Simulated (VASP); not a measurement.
Set up this calculation in VASP 6.6.1, as the native input.

```yaml
Task: electric field gradients
Functional: PBE
Potentials_or_basis: VASP PAW PBE potentials, release 64 (Be)
Cutoff: 520 eV
k_mesh: 23 × 23 × 23
Occupations: fermi-dirac, width 0.03 eV
Spin: no spin polarisation
Dipole_correction: no
Further_INCAR_settings: ALGO = Normal; EDIFF = 1e-08; NBANDS = 7
```

The structure of Be lies in POSCAR:

```
Be
1.0
   -1.2907145798      1.2907145798      1.2531209513
    1.2907145798     -1.2907145798      1.2531209513
    1.2907145798      1.2907145798     -1.2531209513
Be
1
Direct
    0.0000000000      0.0000000000      0.0000000000
```

This cell differs from its parent crystal: equal xx and yy strain of +3 %.

These files were run (other wordings do the same):

INCAR

```
  PREC = Accurate
  ENCUT = 520
  EDIFF = 1E-8
  ISMEAR = -1
  SIGMA = 0.03
  LREAL = False
  LASPH = True
  NELM = 80
  ALGO = Normal
  ISIF = 2
  LWAVE = False
  LCHARG = False
  GGA = PE
  LEFG = True
  NBANDS = 7
```

KPOINTS

```
Automatic mesh
0
Gamma
  23 23 23
```

Potentials or basis: VASP PAW PBE potentials, release 64 (Be).

Launch:

```bash
$ cat potpaw_PBE.64/Be/POTCAR > POTCAR
$ mpirun -np 1 vasp_std > vasp.out
```

Results of the run:

- Pressure: -7.1 GPa
- Band gap on the k mesh: zero (band 1 reaches 10.88 eV, above the bottom of band 2 at 6.28 eV)

Caveat: the cell differs from its parent crystal (equal xx and yy strain of +3 %); without QUAD_EFG the Cq values of the log hold for a quadrupole moment of 1 mb, not for the nuclei.

Run time: 14 s on 1 thread of Intel Xeon 6975P-C, on a shared host, peak memory 0.15 GiB.
